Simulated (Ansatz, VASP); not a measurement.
**Mg in VASP and in Ansatz**

```xyz
3
Lattice="5.0416 0.0000 0.0000 -2.5208 4.3662 0.0000 0.0000 0.0000 3.1258" Properties=species:S:1:pos:R:3 pbc="T T T"
Mg    0.0000    0.0000    0.0000
Mg    0.0000    2.9108    1.5629
Mg    2.5208    1.4554    1.5629
```

Alike in both runs: task relaxation of cell and atoms; functional PBE; k mesh 7 × 7 × 10; occupations fermi-dirac, width 0.08 eV; no spin polarisation.

|  | VASP | Ansatz |
| --- | --- | --- |
| version | VASP 6.6.1 | Ansatz 0.2.0 |
| potentials or method | VASP PAW PBE potentials, release 64 (Mg) | PAW with Ansatz's default frozen-core files, scalar-relativistic |
| plane-wave cutoff (eV) | 600 | 420 |
| valence electrons in the cell | 6 | 30 |

```csv
,VASP,Ansatz,Ansatz less VASP
relaxed volume (Å³/atom),23.21,23.29,+0.083
relaxed length of the cell vector where the two differ most in proportion (Å),3.094,3.099,+0.0047
```

VASP's potentials hold 6 valence electrons a cell and Ansatz's 30, so a difference there can come from the potentials and not from the codes.
